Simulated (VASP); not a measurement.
Set up this calculation in VASP 6.6.1, as the native input.

| Property | Result |
| --- | --- |
| Task | relaxation of cell and atoms |
| Functional | PBEsol |
| Potentials or basis | VASP PAW PBE potentials, release 64 (Al, Cu) |
| Cutoff | 600 eV |
| k mesh | 6 × 6 × 6 |
| Occupations | gaussian, width 0.05 eV |
| Spin | no spin polarisation |
| Dipole correction | no |
| Further INCAR settings | ALGO = Normal; EDIFF = 1e-07; IBRION = 2; EDIFFG = -0.03; NSW = 60; ISIF = 3 |

The structure of AlCu3 lies in POSCAR:

```
AlCu3
1.0
    0.0000000000      2.8900000000      2.8900000000
    2.8900000000      0.0000000000      2.8900000000
    2.8900000000      2.8900000000      0.0000000000
Al Cu
1 3
Direct
    0.0000000000      0.0000000000      0.0000000000
    0.5000000000      0.5000000000      0.5000000000
    0.2500000000      0.2500000000      0.2500000000
    0.7500000000      0.7500000000      0.7500000000
```

One way to write it, as run:

INCAR

```
PREC = Accurate
ENCUT = 600
EDIFF = 1E-7
ISMEAR = 0
SIGMA = 0.05
LREAL = False
LASPH = True
NELM = 120
ALGO = Normal
ISIF = 3
LWAVE = False
LCHARG = False
GGA = PS
IBRION = 2
NSW = 60
EDIFFG = -0.03
GGA_COMPAT = False
NELMIN = 4
```

KPOINTS

```
regular mesh
0
Gamma
  6 6 6
```

Potentials or basis: VASP PAW PBE potentials, release 64 (Al, Cu).

Launch:

```bash
$ cat potpaw_PBE.64/Al/POTCAR potpaw_PBE.64/Cu/POTCAR > POTCAR
$ mpirun -np 1 vasp_std > vasp.out
```

Results of the run:

* Pressure after relaxing: -0.4 GPa
* Band gap on the k mesh: zero (bands 18 and 19 overlap by 5.86 eV)

Caveat: the relaxation stopped at its first step, so nothing moved; the PAW data sets were made with another functional, which shifts forces and pressure a little.

Wall time 34 s on 1 thread of AMD EPYC 7R13 Processor (Zen 3) (shared host), peak memory 0.18 GiB.
